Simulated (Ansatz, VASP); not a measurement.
Two plane-wave programs on LaGaRh3

The input INCAR:

```
SYSTEM = LaGaRh3
ALGO = Normal
EDIFF = 1E-6
ENCUT = 520
GGA = PE
ISIF = 2
ISMEAR = -1
LASPH = .True.
LCHARG = .False.
LREAL = .False.
LWAVE = .False.
NBANDS = 42
NELM = 80
PREC = Accurate
SIGMA = 0.1
```

Contents of KPOINTS:

```
k-points
0
Gamma
  8 8 8
  0 0 0
```

File POSCAR:

```
LaGaRh3
1.0
    4.4391710000      0.0000000000      0.0000000000
    0.0000000000      4.4391710000      0.0000000000
    0.0000000000      0.0000000000      4.4391710000
Ga Rh La
1 3 1
Direct
    0.5000000000      0.5000000000      0.5000000000
    0.0000000000      0.5000000000      0.5000000000
    0.5000000000      0.0000000000      0.5000000000
    0.5000000000      0.5000000000      0.0000000000
    0.0000000000      0.0000000000      0.0000000000
```

Input for Ansatz:

```yaml
crystal:
  lattice:
    - [4.439171, 0.0, 0.0]
    - [0.0, 4.439171, 0.0]
    - [0.0, 0.0, 4.439171]
  atoms:
    - { symbol: Ga, position: [0.5, 0.5, 0.5] }
    - { symbol: Rh, position: [0.0, 0.5, 0.5] }
    - { symbol: Rh, position: [0.5, 0.0, 0.5] }
    - { symbol: Rh, position: [0.5, 0.5, 0.0] }
    - { symbol: La, position: [0.0, 0.0, 0.0] }
  symmetry: { tolerance: 0.0003 }
kpoints:
  mp_grid: { grid: [8, 8, 8], shift: [0, 0, 0] }
  band_path:
    path:
      - [0.0, 0.0, 0.0]
      - [0.0, 0.5, 0.0]
      - [0.5, 0.5, 0.0]
      - [0.0, 0.0, 0.0]
      - [0.5, 0.5, 0.5]
      - [0.0, 0.5, 0.0]
      - [0.5, 0.5, 0.5]
      - [0.5, 0.5, 0.0]
    npoints: 8
magnetization:
  spin_polarized: false
scf:
  occupations: { method: fermi_dirac }
  lower_state_search: "off"
  max_iter: 200
hamiltonian:
  pseudopotentials: { kind: paw }
  xc: pbe
basis:
  ecutwfc: 420
  fft_grid_basis: typed
output:
  forces: true
  stress: true
  eigenvalues: true
  bader: true
  populations: true
  elf: true
  write_potential: true
  volumetric_format: npy
  dos:
    e_range: [-12, 8]
    de: 0.05
    projected: { site_lists: { Ga: [Ga], La: [La], Rh: [Rh] } }
checkpoint:
  read: saved_state
```

Alike in both runs: task single point; functional PBE; k mesh 8 × 8 × 8; no spin polarisation.

```csv
,VASP,Ansatz
version,VASP 6.6.1,Ansatz 0.2.0
potentials or method,"VASP PAW PBE potentials, release 64 (Ga_d, Rh_pv, La), cutoff 520 eV",PAW plane waves
occupations,"fermi-dirac, width 0.1 eV",fermi-dirac
valence electrons in the cell,69,75
```

```tsv
	VASP	Ansatz	Ansatz less VASP
pressure (GPa)	20.3	19.7	-0.53
```

VASP's potentials hold 69 valence electrons a cell and Ansatz's 75, so a difference there can come from the potentials and not from the codes.

Neither program's run includes spin-orbit coupling.
